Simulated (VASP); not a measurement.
Write the native input for VASP 6.6.1 that does the following.

```
Task                   : single point
Functional             : PBE
Potentials or basis    : VASP PAW PBE potentials, release 64 (Mg, Zr_sv, O)
Cutoff                 : 520 eV
k mesh                 : 4 × 4 × 6
Occupations            : gaussian, width 0.1 eV
Spin                   : no spin polarisation
Dipole correction      : no
Further INCAR settings : ALGO = Normal; EDIFF = 1e-06; NBANDS = 27
```

The structure of MgZr2O2 lies in POSCAR:

```
MgZr2O2
1.0
    4.3458463900      0.0000000000      0.0000000000
    0.0000000000      4.3458463900      0.0000000000
    0.0000000000      0.0000000000      3.7077133100
Mg Zr O
1 2 2
Direct
    0.5000000000      0.5000000000      0.0560400700
    0.5000000000      0.0000000000      0.6948171100
    0.0000000000      0.5000000000      0.6948171100
    0.5000000000      0.0000000000      0.1686621400
    0.0000000000      0.5000000000      0.1686621400
```

One way to write it, as run:

INCAR

```
PREC     = Accurate       # precision mode
ENCUT    = 520            # plane-wave cutoff, eV
EDIFF    = 1E-6           # SCF threshold, eV
ISMEAR   = 0              # smearing method
SIGMA    = 0.1            # smearing width, eV
LREAL    = False          # projectors in reciprocal space
LASPH    = True           # aspherical terms in the spheres
NELM     = 80             # most SCF steps
ALGO     = Normal         # electronic algorithm
ISIF     = 2              # what is computed and relaxed
LWAVE    = False          # write WAVECAR
LCHARG   = False          # write CHGCAR
GGA      = PE             # functional
NBANDS   = 27             # bands
```

KPOINTS

```
Automatic mesh
0
Gamma
  4 4 6
```

Potentials or basis: VASP PAW PBE potentials, release 64 (Mg, Zr_sv, O).

Command:

```bash
$ cat potpaw_PBE.64/Mg/POTCAR potpaw_PBE.64/Zr_sv/POTCAR potpaw_PBE.64/O/POTCAR > POTCAR
$ mpirun -np 1 vasp_std > vasp.out
```

It gave:

| Quantity | Value |
| --- | --- |
| Pressure | 60.9 GPa |
| Largest force | 6.674 eV/Å |
| Band gap on the k mesh | zero (band 19 reaches 9.17 eV, above the bottom of band 20 at 8.28 eV) |

Caveat: the k points lie up to 0.36 Å⁻¹ apart; forces of over 1 eV/Å act on the atoms, so gaps and moduli don't describe the material at rest.

Run time: 17 s on 1 thread of Intel(R) Xeon(R) 6975P-C (Granite Rapids) (shared host), peak memory 0.19 GiB.
